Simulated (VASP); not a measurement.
## Al: relaxation of cell and atoms with PBEsol

The system is Al.

```
Al
1.0
     0.00000    2.01946    2.01946
     2.01946    0.00000    2.01946
     2.01946    2.01946    0.00000
Al
1
Direct
  0.00000 0.00000 0.00000
```

```yaml
Program: VASP 6.6.1
Task: relaxation of cell and atoms
Functional: PBEsol
Potentials_or_basis: VASP PAW PBE potentials, release 64 (Al)
Cutoff: 600 eV
k_mesh: 18 × 18 × 18
Occupations: gaussian, width 0.1 eV
Spin: no spin polarisation
Dipole_correction: no
Further_INCAR_settings: ALGO = Normal; EDIFF = 1e-06; IBRION = 2; EDIFFG = -0.005; NSW = 100; ISIF = 3
```

The relaxed volume is 16.19 Å³/atom and the relaxed cell is a = 2.840 Å, b = 2.840 Å, c = 2.840 Å, α = 60.00°, β = 60.00°, γ = 60.00°. The space group after relaxing (to 0.05 Å) is Fm-3m (No. 225), the energy gained by relaxing is 1.2 meV/atom and the ionic steps are 3. The pressure after relaxing is 0.0 GPa.

The path:
```csv
step,energy change (eV),largest force (eV/Å),pressure (GPa),volume (Å³)
1,0.0000,0.0000,-1.32,16.47
2,-0.0011,0.0000,0.22,16.15
3,-0.0012,0.0000,0.00,16.19
```

Final structure:
```
CELL_PARAMETERS angstrom
0.00000 2.00804 2.00804
2.00804 0.00000 2.00804
2.00804 2.00804 0.00000
ATOMIC_POSITIONS crystal
Al 0.00000 0.00000 0.00000
```

Levels at points of the mesh, in eV from the Fermi level:
```tsv
k point	band 1	band 2	band 3	band 4
(0.00, 0.00, 0.00)	-11.25	12.71	12.71	12.71
(0.50, 0.00, 0.00)	-4.66	-4.39	11.53	11.53
(0.50, 0.50, 0.00)	-2.95	-1.60	5.27	5.68
```

Wall time 17 s on 1 thread of AMD EPYC 7R13 Processor (Zen 3) (shared host), peak memory 0.12 GiB.

Caveat: the PAW data sets were made with another functional, which shifts forces and pressure a little.
